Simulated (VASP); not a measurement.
A run of VASP 6.6.1:

INCAR

```
ALGO     = Normal         # electronic algorithm
EDIFF    = 1E-7           # SCF threshold, eV
ENCUT    = 520            # plane-wave cutoff, eV
GGA      = PS             # functional
ISIF     = 2              # what is computed and relaxed
ISMEAR   = -1             # smearing method
LASPH    = True           # aspherical terms in the spheres
LCHARG   = False          # write CHGCAR
LREAL    = False          # projectors in reciprocal space
LWAVE    = False          # write WAVECAR
NBANDS   = 19             # bands
NELM     = 100            # most SCF steps
PREC     = Accurate       # precision mode
SIGMA    = 0.05           # smearing width, eV
```

File KPOINTS:

```
k-points
0
Gamma
  10 10 10
```

The input POSCAR:

```
TiO2
1.0
    1.4770945154      0.8528009160      6.8871876337
   -1.4770945154      0.8528009160      6.8871876337
    0.0000000000     -1.7056018321      6.8871876337
Ti O
1 2
Direct
    0.0000000000      0.0000000000      0.0000000000
    0.3795330000      0.3795330000      0.3795330000
    0.6204670000      0.6204670000      0.6204670000
```

Potentials or basis: VASP PAW PBE potentials, release 64 (Ti_sv, O).

Run with:

```console
$ cat potpaw_PBE.64/Ti_sv/POTCAR potpaw_PBE.64/O/POTCAR > POTCAR
$ mpirun -np 1 vasp_std > vasp.out
```

Hardware: 1 thread of Intel(R) Xeon(R) 6975P-C (Granite Rapids) (shared host).

Task: Estimate the wall time of this run.

Result: Wall time 4.8 min on 1 thread of Intel(R) Xeon(R) 6975P-C (Granite Rapids), with other jobs on the host, peak memory 0.43 GiB. Counts: scf iterations 16, k points 116.
